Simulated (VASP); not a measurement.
# InSb3 (Pm-3m) in VASP: single point with LDA

Aim: the single point of InSb3 with LDA.

Program: VASP 6.6.1. These are calculated values, not measurements. Logs are shortened: lines on timing, memory, paths and dates and some standing lists are left out, and cuts for length are marked.

### 1 The cell of the first run

The structure is cubic, space group Pm-3m (No. 221). The conventional cell has a = 4.806 Å, b = 4.806 Å, c = 4.806 Å, α = 90.00°, β = 90.00°, γ = 90.00°. Within 4.5 Å of In (site symmetry m-3m) lie 12 Sb at 3.40 Å. Sb (site symmetry 4/mmm) has 4 In at 3.40 Å and 8 Sb at 3.40 Å within 4.5 Å.

### 2 Single point, LDA

Input file INCAR:

```
SYSTEM = InSb3
PREC = Accurate
ENCUT = 500
EDIFF = 1E-6
ISMEAR = 0
SIGMA = 0.01
LREAL = .False.
LASPH = .True.
NELM = 120
ALGO = Normal
ISIF = 2
LWAVE = .False.
LCHARG = .False.
NBANDS = 22
GGA_COMPAT = .False.
```

Input file KPOINTS:

```
Automatic mesh
0
Gamma
  3 3 3
  0 0 0
```

Input file POSCAR:

```
InSb3
1.0
    4.8063670000      0.0000000000      0.0000000000
    0.0000000000      4.8063670000      0.0000000000
    0.0000000000      0.0000000000      4.8063670000
In Sb
1 3
Direct
    0.0000000000      0.0000000000      0.0000000000
    0.5000000000      0.0000000000      0.5000000000
    0.0000000000      0.5000000000      0.5000000000
    0.5000000000      0.5000000000      0.0000000000
```

Potentials or basis: VASP PAW LDA potentials, release 64 (In_d, Sb).

Launch:

```bash
cat potpaw_LDA.64/In_d/POTCAR potpaw_LDA.64/Sb/POTCAR > POTCAR
mpirun -np 1 vasp_std > vasp.out
```

OUTCAR:

```text
SYSTEM = InSb3
   PREC = Accurate
   ENCUT = 500
   EDIFF = 1E-6
   ISMEAR = 0
   LREAL = .False.
   LASPH = .True.
   NELM = 120
   ISIF = 2

 ion  position               nearest neighbor table
   1  0.000  0.000  0.000-   2 3.40   3 3.40   4 3.40   2 3.40   3 3.40   3 3.40   4 3.40   3 3.40
                             2 3.40   4 3.40   2 3.40   4 3.40
   2  0.500  0.000  0.500-   1 3.40   3 3.40   4 3.40   1 3.40   4 3.40   3 3.40   4 3.40   4 3.40
                             1 3.40   3 3.40   1 3.40   3 3.40
   3  0.000  0.500  0.500-   1 3.40   2 3.40   4 3.40   1 3.40   4 3.40   1 3.40   2 3.40   1 3.40
                             2 3.40   4 3.40   4 3.40   2 3.40
   4  0.500  0.500  0.000-   1 3.40   2 3.40   3 3.40   2 3.40   3 3.40   1 3.40   2 3.40   2 3.40
                             1 3.40   3 3.40   3 3.40   1 3.40

  LATTYP: Found a simple cubic cell.
 ALAT       =     4.8063670000

  Lattice vectors:

 A1 = (   4.8063670000,   0.0000000000,   0.0000000000)
 A2 = (   0.0000000000,   4.8063670000,   0.0000000000)
 A3 = (   0.0000000000,   0.0000000000,   4.8063670000)

Analysis of symmetry for initial positions (statically):
=====================================================================
 Subroutine PRICEL returns:
 Original cell was already a primitive cell.

 Routine SETGRP: Setting up the symmetry group for a
 simple cubic supercell.

 Subroutine GETGRP returns: Found 48 space group operations
 (whereof 48 operations were pure point group operations)
 out of a pool of 48 trial point group operations.

The static configuration has the point symmetry O_h .

Analysis of symmetry for dynamics (positions and initial velocities):
=====================================================================
 Subroutine PRICEL returns:
 Original cell was already a primitive cell.

 Routine SETGRP: Setting up the symmetry group for a
 simple cubic supercell.

 Subroutine GETGRP returns: Found 48 space group operations
 (whereof 48 operations were pure point group operations)
 out of a pool of 48 trial point group operations.

The dynamic configuration has the point symmetry O_h .

 Subroutine INISYM returns: Found 48 space group operations
 (whereof 48 operations are pure point group operations),
 and found     1 'primitive' translations

----------------------------------------------------------------------------------------

                                     Primitive cell

  volume of cell :     111.0327

  direct lattice vectors                    reciprocal lattice vectors
     4.806367000  0.000000000  0.000000000     0.208057354  0.000000000  0.000000000
     0.000000000  4.806367000  0.000000000     0.000000000  0.208057354  0.000000000
     0.000000000  0.000000000  4.806367000     0.000000000  0.000000000  0.208057354

  length of vectors
     4.806367000  4.806367000  4.806367000     0.208057354  0.208057354  0.208057354

  position of ions in fractional coordinates (direct lattice)
     0.000000000  0.000000000  0.000000000
     0.500000000  0.000000000  0.500000000
     0.000000000  0.500000000  0.500000000
     0.500000000  0.500000000  0.000000000

  ion indices of the primitive-cell ions
   primitive index   ion index
                 1           1
                 2           2
                 3           3
                 4           4

----------------------------------------------------------------------------------------

 KPOINTS: Automatic mesh

Automatic generation of k-mesh.
 Grid dimensions read from file:
 generate k-points for:    3    3    3

 Generating k-lattice:

  Cartesian coordinates                     Fractional coordinates (reciprocal lattice)
     0.069352451  0.000000000  0.000000000     0.333333333  0.000000000  0.000000000
     0.000000000  0.069352451  0.000000000     0.000000000  0.333333333  0.000000000
     0.000000000  0.000000000  0.069352451     0.000000000  0.000000000  0.333333333

  Length of vectors
     0.069352451  0.069352451  0.069352451

  Shift w.r.t. Gamma in fractional coordinates (k-lattice)
     0.000000000  0.000000000  0.000000000

 Subroutine IBZKPT returns following result:
 ===========================================

 Found      4 irreducible k-points:

 Following reciprocal coordinates:
            Coordinates               Weight
  0.000000  0.000000  0.000000      1.000000
  0.333333  0.000000  0.000000      6.000000
  0.333333  0.333333  0.000000     12.000000
  0.333333  0.333333  0.333333      8.000000
   k-points           NKPTS =      4   k-points in BZ     NKDIM =      4   number of bands    NBANDS=     22
   number of dos      NEDOS =    301   number of ions     NIONS =      4
   total plane-waves  NPLWV =  46656
   dimension x,y,z NGX =    36 NGY =   36 NGZ =   36
   dimension x,y,z NGXF=    72 NGYF=   72 NGZF=   72
   ions per type =               1   3
   NGX,Y,Z   is equivalent  to a cutoff of  12.45, 12.45, 12.45 a.u.
   NGXF,Y,Z  is equivalent  to a cutoff of  24.90, 24.90, 24.90 a.u.
 SYSTEM =  InSb3
   PREC   = accura    normal or accurate (medium, high low for compatibility)
   ISTART =      0    job   : 0-new  1-cont  2-samecut
   ICHARG =      2    charge: 1-file 2-atom 10-const
   ISPIN  =      1    spin polarized calculation?
   LNONCOLLINEAR =      F non collinear calculations
   LSORBIT =      F    spin-orbit coupling
   LASPH  =      T    aspherical Exc in radial PAW
   ENCUT  =  500.0 eV  36.75 Ry    6.06 a.u.   8.76  8.76  8.76*2*pi/ulx,y,z
   NELM   =    120;   NELMIN=  2; NELMDL= -5     # of ELM steps
   EDIFF  = 0.1E-05   stopping-criterion for ELM
   LREAL  =      F    real-space projection
   EDIFFG = 0.1E-04   stopping-criterion for IOM
   NSW    =      0    number of steps for IOM
   IBRION =     -1    ionic relax: 0-MD 1-quasi-New 2-CG
   NFREE  =      0    steps in history (QN), initial steepest desc. (CG)
   ISIF   =      2    stress and relaxation
   ISYM   =      2    0-nonsym 1-usesym 2-fastsym
   POTIM  = 0.5000    time-step for ionic-motion
   TEBEG  =    0.0;   TEEND  =   0.0 temperature during run
   PSTRESS=    0.0 pullay stress
   NELECT =      28.0000    total number of electrons
   NUPDOWN=      -1.0000    fix difference up-down
   EMIN   =  10.00;   EMAX   =-10.00  energy-range for DOS
   EFERMI =   0.00;   METHOD = LEGACY
   ISMEAR =     0;   SIGMA  =   0.01  broadening in eV -4-tet -1-fermi 0-gaus
   EFERMI_NEDOS =   21; number of points for ismear=-14 and -15
   IALGO  =     38    algorithm
   IMIX   =      4    mixing-type and parameters
     AMIX     =   0.40;   BMIX     =  1.00
     AMIX_MAG =   1.60;   BMIX_MAG =  1.00
  volume/ion in A,a.u.               =      27.76       187.32
  Fermi-wavevector in a.u.,A,eV,Ry     =   1.034294  1.954532 14.555018  1.069764
  Thomas-Fermi vector in A             =   2.168582
   LORBIT       =      0    0 simple, 1 ext, 2 COOP (PROOUT), +10 PAW based schemes
   GGA     = CA    functional components
   LHFCALC =     F    Hartree Fock is set to
   AEXX    =    0.0000 exact exchange contribution
   IVDW    =     0    specifies the selected vdW correction
   LEPSILON=     F    determine dielectric tensor
   LRPA    =     F    only Hartree local field effects (RPA)
 non-spin polarized calculation
 Gauss-broadening in eV      SIGMA  =   0.01
  energy-cutoff  :      500.00
  volume of cell :      111.03
 maximum number of plane-waves:      2830
 NGX is ok and might be reduce to    36
   NGX = 17   NGY = 17   NGZ = 17

 number of electron      28.0000010 magnetization

 Free energy of the ion-electron system (eV)
  ---------------------------------------------------
  ext. energy  EPLUGINS =         0.00000000
  ---------------------------------------------------
  free energy    TOTEN  =       -17.03984096 eV

  energy without entropy =      -17.03755559  energy(sigma->0) =      -17.03869827

 E-fermi :   7.5461     XC(G=0): -10.2435

 val. band max:        6.8959149035   @ k =   0.3333   0.0000   0.0000
 cond. band min:       7.5491583750   @ k =   0.3333   0.3333   0.0000
 fundamental gap:      0.6532434716
 Fermi energy:         7.5461126731

 k-point     1 :       0.0000    0.0000    0.0000
  band No.  band energies     occupation
      1      -6.7912      2.00000
      2      -6.7912      2.00000
      3      -6.7768      2.00000
      4      -6.7768      2.00000
      5      -6.7768      2.00000
      6      -4.5306      2.00000
      7       0.1136      2.00000
      8       0.1136      2.00000
      9       3.3925      2.00000
     10       3.3925      2.00000
     11       3.3925      2.00000
     12       3.9897      2.00000
     13       8.1012      0.00000
     14       8.1012      0.00000
     15       8.1012      0.00000
     16       9.3276      0.00000
     17       9.3276      0.00000
     18       9.3276      0.00000
     19      12.4529      0.00000
     20      12.4529      0.00000
     21      12.5390      0.00000
     22      12.8713      0.00000

 k-point     2 :       0.3333    0.0000    0.0000
  band No.  band energies     occupation
      1      -6.7868      2.00000
      2      -6.7854      2.00000
      3      -6.7854      2.00000
      4      -6.7794      2.00000
      5      -6.7766      2.00000
      6      -3.8798      2.00000
      7      -1.7213      2.00000
      8       0.2179      2.00000
      9       3.1983      2.00000
     10       4.1501      2.00000
     11       4.1501      2.00000
     12       6.4797      2.00000
     13       6.4797      2.00000
     14       6.8878      2.00000
     15       6.8959      2.00000
     16       7.9451      0.00000
     17       9.4306      0.00000
     18       9.4306      0.00000
     19      11.7734      0.00000
     20      12.2949      0.00000
     21      12.2949      0.00000
     22      13.3686      0.00000

 k-point     3 :       0.3333    0.3333    0.0000
  band No.  band energies     occupation
      1      -6.8027      2.00000
      2      -6.7849      2.00000
      3      -6.7845      2.00000
      4      -6.7801      2.00000
      5      -6.7688      2.00000
      6      -3.2320      2.00000
      7      -1.5719      2.00000
      8      -0.9313      2.00000
      9       1.8897      2.00000
     10       4.7177      2.00000
     11       4.8919      2.00000
     12       5.9946      2.00000
     13       6.3084      2.00000
     14       6.8661      2.00000
     15       7.5492      0.66667
     16       8.5078      0.00000
     17       8.9899      0.00000
     18      10.0830      0.00000
     19      10.1060      0.00000
     20      10.6373      0.00000
     21      13.6678      0.00000
     22      13.8368      0.00000

 k-point     4 :       0.3333    0.3333    0.3333
  band No.  band energies     occupation
      1      -6.8019      2.00000
      2      -6.7995      2.00000
      3      -6.7995      2.00000
      4      -6.7662      2.00000
      5      -6.7662      2.00000
      6      -2.6217      2.00000
      7      -1.2312      2.00000
      8      -1.2312      2.00000
      9       1.7197      2.00000
     10       3.4059      2.00000
     11       3.5898      2.00000
     12       3.5898      2.00000
     13       5.8173      2.00000
     14       8.6770      0.00000
     15       8.6770      0.00000
     16      10.0684      0.00000
     17      10.6774      0.00000
     18      10.6774      0.00000
     19      10.8526      0.00000
     20      13.2754      0.00000
     21      13.2754      0.00000
     22      14.4577      0.00000

------------------------ aborting loop because EDIFF is reached ----------------------------------------

  FORCE on cell =-STRESS in cart. coord.  units (eV):
  Direction    XX          YY          ZZ          XY          YZ          ZX
  --------------------------------------------------------------------------------------
  -------------------------------------------------------------------------------------
  Total       -3.1530881     -3.1530881     -3.1530881     -0.0000000     -0.0000000      0.0000000
  in kB      -45.4983771    -45.4983771    -45.4983771     -0.0000000     -0.0000000      0.0000000
  external PRESSURE =     -45.4983771 kB  Pullay stress =       0.0000000 kB

 VOLUME and BASIS-vectors are now :
 -----------------------------------------------------------------------------
  energy-cutoff  :      500.00
  volume of cell :      111.03
      direct lattice vectors                 reciprocal lattice vectors
     4.806367000  0.000000000  0.000000000     0.208057354  0.000000000  0.000000000
     0.000000000  4.806367000  0.000000000     0.000000000  0.208057354  0.000000000
     0.000000000  0.000000000  4.806367000     0.000000000  0.000000000  0.208057354

 POSITION                                       TOTAL-FORCE (eV/Angst)
 -----------------------------------------------------------------------------------
      0.00000      0.00000      0.00000         0.000000      0.000000      0.000000
      2.40318      0.00000      2.40318         0.000000      0.000000      0.000000
      0.00000      2.40318      2.40318         0.000000      0.000000      0.000000
      2.40318      2.40318      0.00000         0.000000      0.000000      0.000000
 -----------------------------------------------------------------------------------
    total drift:                                0.000000     -0.000000     -0.000000

  FREE ENERGIE OF THE ION-ELECTRON SYSTEM (eV)
  ---------------------------------------------------
  free  energy   TOTEN  =       -17.0398409571 eV

  energy  without entropy=      -17.0375555894  energy(sigma->0) =      -17.03869827
```

Wall time 13 s (1 thread of Intel Xeon Platinum 8259CL at 2.50GHz (Skylake/Cascade Lake), shared host); peak memory 0.17 GiB.

Results:

| Quantity | Value |
| --- | --- |
| Free energy | -17.0398 eV |
| Pressure | -4.5 GPa |
| Band gap on the k mesh | zero (band 14 reaches 8.68 eV, above the bottom of band 15 at 6.90 eV) |

Caveat: the k points lie up to 0.44 Å⁻¹ apart; spin-orbit coupling is left out, which moves the levels of the heavy elements.
